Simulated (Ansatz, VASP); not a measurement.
One calculation of Ta2N, two programs

```
CELL_PARAMETERS angstrom
3.10114 0.00000 0.00000
-1.55057 2.68567 0.00000
0.00000 0.00000 4.88189
ATOMIC_POSITIONS crystal
Ta 0.66667 0.33333 0.74431
Ta 0.33333 0.66667 0.25450
N 0.00000 0.00000 0.01536
```

Change from the starting cell: mode 9 (548.2 1/cm) frozen in, largest displacement +0.075 Å.

Alike in both runs: task single point; functional PBE; k mesh 18 × 18 × 10; occupations gaussian, width 0.15 eV; no spin polarisation.

```csv
,VASP,Ansatz
version,VASP 6.6.1,Ansatz 0.2.0
potentials or method,"VASP PAW PBE potentials, release 64 (Ta_pv, N), cutoff 520 eV","scalar-relativistic, plane waves, PAW"
valence electrons in the cell,27,31
```

|  | VASP | Ansatz | Ansatz less VASP |
| --- | --- | --- | --- |
| gap on the k mesh at the Fermi level (eV) | none | none | - |
| pressure (GPa) | 1.0 | 0.6 | -0.44 |
| traceless stress, the component that is largest in VASP (GPa) | -0.42 | -0.37 | +0.054 |
| rms of the force components (eV/Å) | 0.474 | 0.470 | -0.0041 |

Atom by atom the forces differ by 0.022 eV/Å (rms over components). A gap of «none» marks a metal or a gap that the smearing closes. VASP's potentials hold 27 valence electrons a cell and Ansatz's 31, so a difference there can come from the potentials and not from the codes.

Neither program's run includes spin-orbit coupling.
